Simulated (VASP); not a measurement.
A run of VASP 6.6.1 is set up as follows.

Contents of INCAR:

```
ALGO = Normal
EDIFF = 1E-6
ENCUT = 500
GGA = PE
GGA_COMPAT = False
ISIF = 2
ISMEAR = 1
LASPH = True
LCHARG = True
LELF = True
LREAL = False
LVHAR = True
LWAVE = False
NBANDS = 12
NELM = 120
PREC = Accurate
SIGMA = 0.05
```

File KPOINTS:

```
k-points
0
Gamma
  10 10 10
```

Contents of POSCAR:

```
Ta
1.0
   -1.6512800000      1.6512800000      1.6512800000
    1.6512800000     -1.6512800000      1.6512800000
    1.6512800000      1.6512800000     -1.6512800000
Ta
1
Direct
    0.0000000000      0.0000000000      0.0000000000
```

Potentials or basis: VASP PAW PBE potentials, release 64 (Ta_pv).

Launch:

```sh
$ cat potpaw_PBE.64/Ta_pv/POTCAR > POTCAR
$ mpirun -np 1 vasp_std > vasp.out
```

(1) Predict the pressure.

Answers

(1) 5.1 GPa.
